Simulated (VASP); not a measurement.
# Y in VASP: settings compared, part 2 of 2

VASP 6.6.1. The steps go on from the part before.

### 3 Single point, PBE (one atom moved)

Contents of INCAR:

```
PREC = Accurate
ENCUT = 520
EDIFF = 1E-6
ISMEAR = 0
SIGMA = 0.1
LREAL = False
LASPH = True
NELM = 100
ALGO = Normal
ISIF = 2
LWAVE = False
LCHARG = True
GGA = PE
LELF = True
LVHAR = True
NBANDS = 18
```

Contents of KPOINTS:

```
regular mesh
0
Gamma
  12 12 6
```

Contents of POSCAR:

```
Y
1.0
    3.6514992371      0.0000000000      0.0000000000
   -1.8257496185      3.1622911012      0.0000000000
    0.0000000000      0.0000000000      5.7474000000
Y
2
Direct
    0.3333333333      0.6666666667      0.2500000000
    0.6666666667      0.3333333333      0.7578296273
```

Potentials or basis: VASP PAW PBE potentials, release 64 (Y_sv).

Started as:

```sh
cat potpaw_PBE.64/Y_sv/POTCAR > POTCAR
mpirun -np 1 vasp_std > vasp.out
```

OUTCAR:

```text
PREC = Accurate
   ENCUT = 520
   EDIFF = 1E-6
   ISMEAR = 0
   LREAL = False
   LASPH = True
   NELM = 100
   ISIF = 2
   GGA = PE

 ion  position               nearest neighbor table
   1  0.333  0.667  0.250-   2 3.53   2 3.53   2 3.53   2 3.60   2 3.60   2 3.60
   2  0.667  0.333  0.758-   1 3.53   1 3.53   1 3.53   1 3.60   1 3.60   1 3.60

  LATTYP: Found a hexagonal cell.
 ALAT       =     3.6514992371
 C/A-ratio  =     1.5739836234

  Lattice vectors:

 A1 = (   3.6514992371,   0.0000000000,   0.0000000000)
 A2 = (  -1.8257496185,   3.1622911012,   0.0000000000)
 A3 = (   0.0000000000,   0.0000000000,   5.7474000000)

Analysis of symmetry for initial positions (statically):
=====================================================================
 Subroutine PRICEL returns:
 Original cell was already a primitive cell.

 Routine SETGRP: Setting up the symmetry group for a
 hexagonal supercell.

 Subroutine GETGRP returns: Found 12 space group operations
[... 155 lines left out ...]
   NGX = 13   NGY = 13   NGZ = 21

 number of electron      22.0000001 magnetization

 Free energy of the ion-electron system (eV)
  ---------------------------------------------------
  ext. energy  EPLUGINS =         0.00000000
  ---------------------------------------------------
  free energy    TOTEN  =       -12.87136411 eV

  energy without entropy =      -12.85305130  energy(sigma->0) =      -12.86220771

 E-fermi :   2.9559     XC(G=0):  -9.3872

 val. band max:        2.9540928311   @ k =   0.4167   0.1667   0.3333
 cond. band min:       2.9560239393   @ k =  -0.2500  -0.4167   0.3333
 fundamental gap:      0.0019311082
 Fermi energy:         2.9558653042

 k-point     1 :       0.0000    0.0000    0.0000
  band No.  band energies     occupation
      1     -39.7635      2.00000
      2     -39.6938      2.00000
      3     -20.0222      2.00000
      4     -19.5662      2.00000
      5     -19.5662      2.00000
      6     -19.4807      2.00000
[... 481 lines left out ...]
      5     -19.6009      2.00000
      6     -19.5897      2.00000
[... 10 lines left out ...]
     17       5.9455      0.00000
     18       5.9765      0.00000

 [... further k-points ...]
[... 5 lines left out ...]
  --------------------------------------------------------------------------------------
  -------------------------------------------------------------------------------------
  Total       -0.0890859     -0.0890859     -0.4213653     -0.0000000      0.0000000     -0.0000000
  in kB       -2.1506771     -2.1506771    -10.1724344     -0.0000000      0.0000000     -0.0000000
  external PRESSURE =      -4.8245962 kB  Pullay stress =       0.0000000 kB

 VOLUME and BASIS-vectors are now :
 -----------------------------------------------------------------------------
  energy-cutoff  :      520.00
  volume of cell :       66.37
      direct lattice vectors                 reciprocal lattice vectors
     3.651499237  0.000000000  0.000000000     0.273860115  0.158113211  0.000000000
    -1.825749618  3.162291101  0.000000000     0.000000000  0.316226422  0.000000000
     0.000000000  0.000000000  5.747400000     0.000000000  0.000000000  0.173991718

 POSITION                                       TOTAL-FORCE (eV/Angst)
 -----------------------------------------------------------------------------------
     -0.00000      2.10819      1.43685        -0.000000      0.000000      0.149977
      1.82575      1.05410      4.35555         0.000000     -0.000000     -0.149977
 -----------------------------------------------------------------------------------
    total drift:                                0.000000     -0.000000      0.000002

  FREE ENERGIE OF THE ION-ELECTRON SYSTEM (eV)
  ---------------------------------------------------
  free  energy   TOTEN  =       -12.8713641140 eV

  energy  without entropy=      -12.8530513008  energy(sigma->0) =      -12.86220771
```

OSZICAR:

```text
N       E                     dE             d eps       ncg     rms          rms(c)
DAV:   1     0.892906119717E+02    0.89291E+02   -0.11317E+04  3608   0.116E+03
DAV:   2    -0.574619439641E+01   -0.95037E+02   -0.93469E+02  4490   0.259E+02
DAV:   3    -0.130498573690E+02   -0.73037E+01   -0.72370E+01  6238   0.433E+01
DAV:   4    -0.132713396390E+02   -0.22148E+00   -0.22126E+00  4420   0.757E+00
DAV:   5    -0.132775470842E+02   -0.62074E-02   -0.62059E-02  5298   0.965E-01    0.327E+01
DAV:   6    -0.129404596542E+02    0.33709E+00   -0.43937E-01  3962   0.400E+00    0.202E+01
DAV:   7    -0.128825356359E+02    0.57924E-01   -0.84655E-01  4652   0.515E+00    0.185E+00
DAV:   8    -0.128720164639E+02    0.10519E-01   -0.14683E-01  4480   0.212E+00    0.125E+00
DAV:   9    -0.128713902149E+02    0.62625E-03   -0.27912E-03  5248   0.328E-01    0.268E-01
DAV:  10    -0.128713782329E+02    0.11982E-04   -0.12880E-03  3950   0.304E-01    0.187E-01
DAV:  11    -0.128713656487E+02    0.12584E-04   -0.63708E-05  4794   0.560E-02    0.375E-02
DAV:  12    -0.128713632304E+02    0.24184E-05   -0.15633E-05  4036   0.346E-02    0.289E-02
DAV:  13    -0.128713641140E+02   -0.88365E-06   -0.44789E-06  3850   0.191E-02
   1 F= -.12871364E+02 E0= -.12862208E+02  d E =-.183128E-01
```

Run time: 94 s. Hardware: 1 thread of Intel Xeon Platinum 8375C at 2.90GHz (Ice Lake), shared host; peak memory 0.27 GiB.

What came out:

```yaml
Free_energy: -12.8714 eV
Pressure: -0.5 GPa
Largest_force: 0.150 eV/Å
Band_gap_on_the_k_mesh: zero (band 11 reaches 3.78 eV, above the bottom of band 12 at 2.51 eV)
```

Forces in eV/Å, atoms in the order of the input:
```
Y    0.000  0.000  0.150
Y    0.000  0.000 -0.150
```

Levels at points of the mesh, in eV from the Fermi level:
```csv
k point,band 9,band 10,band 11,band 12,band 13,band 14
"(0.00, 0.00, 0.00)",-4.68,-1.85,0.83,1.74,1.74,2.02
"(0.50, 0.00, 0.00)",-1.67,-1.17,-0.80,-0.12,1.36,1.48
"(0.00, 0.00, 0.50)",-3.28,-3.24,0.81,1.05,1.66,1.66
"(0.50, 0.00, 0.50)",-1.64,-1.63,0.03,0.09,1.32,1.39
```

Caveat: the cell differs from its parent crystal (one atom moved).

### 4 Single point, LDA (functional LDA, strained)

Contents of INCAR:

```
SYSTEM = Y
  PREC = Accurate
  ENCUT = 520
  EDIFF = 1E-6
  ISMEAR = 0
  SIGMA = 0.1
  LREAL = .FALSE.
  LASPH = .TRUE.
  NELM = 100
  ALGO = Fast
  ISIF = 2
  LWAVE = .FALSE.
  LCHARG = .FALSE.
  NBANDS = 18
```

Contents of KPOINTS:

```
Automatic mesh
0
G
  15 15 8
  0 0 0
```

Contents of POSCAR:

```
Y
1.0
    3.6471539530      0.0000000000      0.0000000000
   -1.8235769765      3.1585279748      0.0000000000
    0.0000000000      0.0000000000      5.6543495940
Y
2
Direct
    0.3333333333      0.6666666667      0.2500000000
    0.6666666667      0.3333333333      0.7500000000
```

Potentials or basis: VASP PAW LDA potentials, release 64 (Y_sv).

Started as:

```sh
cat potpaw_LDA.64/Y_sv/POTCAR > POTCAR
mpirun -np 1 vasp_std > vasp.out
```

It took 1.9 min on 1 thread of Intel Xeon 6975P-C (Granite Rapids), shared host; peak memory 0.27 GiB.

It converged, with:

```
Free energy            : -13.8408 eV
Pressure               : -3.5 GPa
Band gap on the k mesh : zero (band 11 reaches 3.94 eV, above the bottom of band 12 at 2.41 eV)
```

Stress tensor (GPa, compression positive):
```
-3.43  0.00  0.00
 0.00 -3.43  0.00
 0.00  0.00 -3.51
```

Levels at points of the mesh, in eV from the Fermi level:
| k point | band 9 | band 10 | band 11 | band 12 | band 13 | band 14 |
| --- | --- | --- | --- | --- | --- | --- |
| (0.00, 0.00, 0.00) | -4.68 | -1.87 | 1.08 | 1.68 | 1.68 | 2.09 |
| (0.00, 0.00, 0.50) | -3.21 | -3.21 | 0.98 | 0.98 | 1.58 | 1.58 |

Caveat: the cell differs from its parent crystal (functional LDA, strained).

### 5 Single point, PBE (strained)

Contents of INCAR:

```
SYSTEM = Y
PREC = Accurate
ENCUT = 520
EDIFF = 1E-6
ISMEAR = 0
SIGMA = 0.1
LREAL = .False.
LASPH = .True.
NELM = 100
ALGO = Fast
ISIF = 2
LWAVE = .False.
LCHARG = .True.
GGA = PE
LELF = .True.
LVHAR = .True.
NBANDS = 18
```

Contents of KPOINTS:

```
Automatic mesh
0
Gamma
  15 15 8
  0 0 0
```

Contents of POSCAR:

```
Y
1.0
    3.6191834689      0.0000000000      0.0000000000
   -1.8095917344      3.1343048250      0.0000000000
    0.0000000000      0.0000000000      5.7827465100
Y
2
Direct
    0.3333333333      0.6666666667      0.2500000000
    0.6666666667      0.3333333333      0.7500000000
```

Potentials or basis: VASP PAW PBE potentials, release 64 (Y_sv).

Started as:

```sh
cat potpaw_PBE.64/Y_sv/POTCAR > POTCAR
mpirun -np 1 vasp_std > vasp.out
```

It took 2 min on 1 thread of Intel Xeon 6975P-C (Granite Rapids), shared host; peak memory 0.31 GiB.

The run converged. Its results:

| Quantity | Value |
| --- | --- |
| Free energy | -12.8697 eV |
| Pressure | 0.0 GPa |
| Band gap on the k mesh | zero (band 11 reaches 3.89 eV, above the bottom of band 12 at 2.59 eV) |

Stress tensor (GPa, compression positive):
```
 0.52  0.00  0.00
 0.00  0.52  0.00
 0.00  0.00 -1.14
```

Levels at points of the mesh, in eV from the Fermi level:
| k point | band 8 | band 9 | band 10 | band 11 | band 12 | band 13 | band 14 | band 15 |
| --- | --- | --- | --- | --- | --- | --- | --- | --- |
| (0.00, 0.00, 0.00) | -22.38 | -4.70 | -1.90 | 0.77 | 1.77 | 1.77 | 1.92 | 2.34 |
| (0.00, 0.00, 0.50) | -22.44 | -3.30 | -3.30 | 0.87 | 0.87 | 1.72 | 1.72 | 1.72 |

Caveat: the cell differs from its parent crystal (strained).

### 6 Single point, PBE (strained)

Contents of INCAR:

```
ALGO = Fast
EDIFF = 1E-7
ENCUT = 520
GGA = PE
ISIF = 2
ISMEAR = 0
LASPH = True
LCHARG = False
LREAL = False
LWAVE = False
NBANDS = 18
NELM = 60
PREC = Accurate
SIGMA = 0.1
```

Contents of KPOINTS:

```
k-points
0
Gamma
  15 15 8
```

Contents of POSCAR:

```
Y
1.0
    3.6068779164      0.0000000000      0.0000000000
   -1.8034389582      3.1236479039      0.0000000000
    0.0000000000      0.0000000000      6.0220107720
Y
2
Direct
    0.3333333333      0.6666666667      0.2500000000
    0.6666666667      0.3333333333      0.7500000000
```

Potentials or basis: VASP PAW PBE potentials, release 64 (Y_sv).

Started as:

```sh
cat potpaw_PBE.64/Y_sv/POTCAR > POTCAR
mpirun -np 1 vasp_std > vasp.out
```

OUTCAR:

```text
EDIFF = 1E-7
   ENCUT = 520
   GGA = PE
   ISIF = 2
   ISMEAR = 0
   LASPH = True
   LREAL = False
   NELM = 60
   PREC = Accurate

 ion  position               nearest neighbor table
   1  0.333  0.667  0.250-   2 3.66   2 3.66   2 3.66   2 3.66   2 3.66   2 3.66
   2  0.667  0.333  0.750-   1 3.66   1 3.66   1 3.66   1 3.66   1 3.66   1 3.66

  LATTYP: Found a hexagonal cell.
 ALAT       =     3.6068779164
 C/A-ratio  =     1.6695909625

  Lattice vectors:

 A1 = (   3.6068779164,   0.0000000000,   0.0000000000)
[... 195 lines left out ...]
      6     -19.6522      2.00000
[... 481 lines left out ...]
      5     -19.8896      2.00000
      6     -19.8694      2.00000
[... 10 lines left out ...]
     17       7.4813      0.00000
     18       7.4823      0.00000

 [... further k-points ...]
[... 5 lines left out ...]
  --------------------------------------------------------------------------------------
  -------------------------------------------------------------------------------------
  Total       -0.0335236     -0.0335236     -1.5707029      0.0000000      0.0000000      0.0000000
  in kB       -0.7916380     -0.7916380    -37.0910894      0.0000000      0.0000000      0.0000000
  external PRESSURE =     -12.8914551 kB  Pullay stress =       0.0000000 kB

 VOLUME and BASIS-vectors are now :
 -----------------------------------------------------------------------------
  energy-cutoff  :      520.00
  volume of cell :       67.85
      direct lattice vectors                 reciprocal lattice vectors
     3.606877916  0.000000000  0.000000000     0.277248086  0.160069257  0.000000000
    -1.803438958  3.123647904  0.000000000     0.000000000  0.320138515  0.000000000
     0.000000000  0.000000000  6.022010772     0.000000000  0.000000000  0.166057491

 POSITION                                       TOTAL-FORCE (eV/Angst)
 -----------------------------------------------------------------------------------
     -0.00000      2.08243      1.50550         0.000000      0.000000      0.000000
      1.80344      1.04122      4.51651        -0.000000     -0.000000      0.000000
 -----------------------------------------------------------------------------------
    total drift:                               -0.000000      0.000000     -0.000000

  FREE ENERGIE OF THE ION-ELECTRON SYSTEM (eV)
  ---------------------------------------------------
  free  energy   TOTEN  =       -12.8271653606 eV

  energy  without entropy=      -12.8032899947  energy(sigma->0) =      -12.81522768
```

OSZICAR:

```text
N       E                     dE             d eps       ncg     rms          rms(c)
DAV:   1     0.882293445611E+02    0.88229E+02   -0.11260E+04  4860   0.115E+03
DAV:   2    -0.565886878184E+01   -0.93888E+02   -0.92416E+02  5998   0.257E+02
DAV:   3    -0.130374658432E+02   -0.73786E+01   -0.73017E+01  8618   0.431E+01
[... 15 lines left out ...]
RMM:  19    -0.128271646490E+02   -0.48213E-06   -0.47099E-06  6286   0.507E-03    0.239E-03
RMM:  20    -0.128271650333E+02   -0.38428E-06   -0.32531E-06  5768   0.407E-03    0.284E-04
RMM:  21    -0.128271651882E+02   -0.15493E-06   -0.17497E-06  4651   0.272E-03    0.573E-04
RMM:  22    -0.128271653016E+02   -0.11342E-06   -0.12132E-06  4229   0.211E-03    0.485E-04
RMM:  23    -0.128271653606E+02   -0.58993E-07   -0.65439E-07  3685   0.161E-03
   1 F= -.12827165E+02 E0= -.12815228E+02  d E =-.238754E-01
```

Run time: 2.9 min. Hardware: 1 thread of Intel Xeon 6975P-C (Granite Rapids), shared host; peak memory 0.31 GiB.

What came out:

```yaml
Free_energy: -12.8272 eV
Pressure: -1.3 GPa
Band_gap_on_the_k_mesh: zero (band 11 reaches 3.55 eV, above the bottom of band 12 at 2.49 eV)
```

Levels at points of the mesh, in eV from the Fermi level:
| k point | band 9 | band 10 | band 11 | band 12 | band 13 | band 14 |
| --- | --- | --- | --- | --- | --- | --- |
| (0.00, 0.00, 0.00) | -4.66 | -1.95 | 0.41 | 1.58 | 1.79 | 1.79 |
| (0.00, 0.00, 0.50) | -3.38 | -3.38 | 0.69 | 0.69 | 1.78 | 1.78 |

Caveat: the cell differs from its parent crystal (strained).

### 7 The runs side by side

```csv
level,potentials or basis,cell,k mesh,gap on the mesh (eV),pressure (GPa)
PBE,"VASP PAW PBE potentials, release 64 (Y_sv)","a = 3.656, b = 3.656, c = 5.675 Å, angles 90.0, 90.0, 120.0°, 2 atoms",12 × 12 × 8,none,-0.1
PBE,"VASP PAW PBE potentials, release 64 (Y_sv)","a = 3.651, b = 3.651, c = 5.747 Å, angles 90.0, 90.0, 120.0°, 2 atoms",12 × 12 × 6,none,-0.5
LDA,"VASP PAW LDA potentials, release 64 (Y_sv)","a = 3.647, b = 3.647, c = 5.654 Å, angles 90.0, 90.0, 120.0°, 2 atoms",15 × 15 × 8,none,-3.5
PBE,"VASP PAW PBE potentials, release 64 (Y_sv)","a = 3.619, b = 3.619, c = 5.783 Å, angles 90.0, 90.0, 120.0°, 2 atoms",15 × 15 × 8,none,0.0
PBE,"VASP PAW PBE potentials, release 64 (Y_sv)","a = 3.607, b = 3.607, c = 6.022 Å, angles 90.0, 90.0, 120.0°, 2 atoms",15 × 15 × 8,none,-1.3
```

Alike in all rows: task single point; no spin polarisation; cutoff (eV) 520; smearing gaussian 0.1 eV.

Total energies depend on the potentials used, so only differences within one code and one set of settings carry meaning.
